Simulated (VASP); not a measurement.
**SiC (3C silicon carbide): single point with LDA**

Crystal: SiC (3C silicon carbide).

```xyz
2
Lattice="0.0000 2.1645 2.1645 2.1645 0.0000 2.1645 2.1645 2.1645 0.0000" Properties=species:S:1:pos:R:3 pbc="T T T"
Si    0.0000    0.0000    0.0000
C     1.0823    1.0823    1.0823
```

| Item | Value |
| --- | --- |
| Program | VASP 6.6.1 |
| Task | single point |
| Functional | LDA |
| Potentials or basis | VASP PAW LDA potentials, release 64 (Si, C) |
| Cutoff | 520 eV |
| k mesh | 8 × 8 × 8 |
| Occupations | gaussian, width 0.01 eV |
| Spin | no spin polarisation |

- Pressure: 0.4 GPa
- Band gap on the k mesh: 1.29 eV, indirect (least direct gap 4.52 eV)

Levels at points of the mesh, in eV from the valence-band top:
| k point | band 1 | band 2 | band 3 | band 4 | band 5 | band 6 | band 7 | band 8 |
| --- | --- | --- | --- | --- | --- | --- | --- | --- |
| (0.00, 0.00, 0.00) | -15.47 | 0.00 | 0.00 | 0.00 | 6.53 | 7.33 | 7.33 | 7.33 |
| (0.50, 0.00, 0.00) | -11.78 | -8.67 | -1.06 | -1.06 | 5.57 | 7.21 | 7.21 | 10.03 |
| (0.50, 0.50, 0.00) | -10.28 | -7.88 | -3.23 | -3.23 | 1.29 | 4.26 | 14.06 | 14.06 |

It took 2.2 s on 1 thread of Intel(R) Xeon(R) 6975P-C (Granite Rapids), on a shared host, peak memory 0.12 GiB.

A k mesh can miss the band edges.
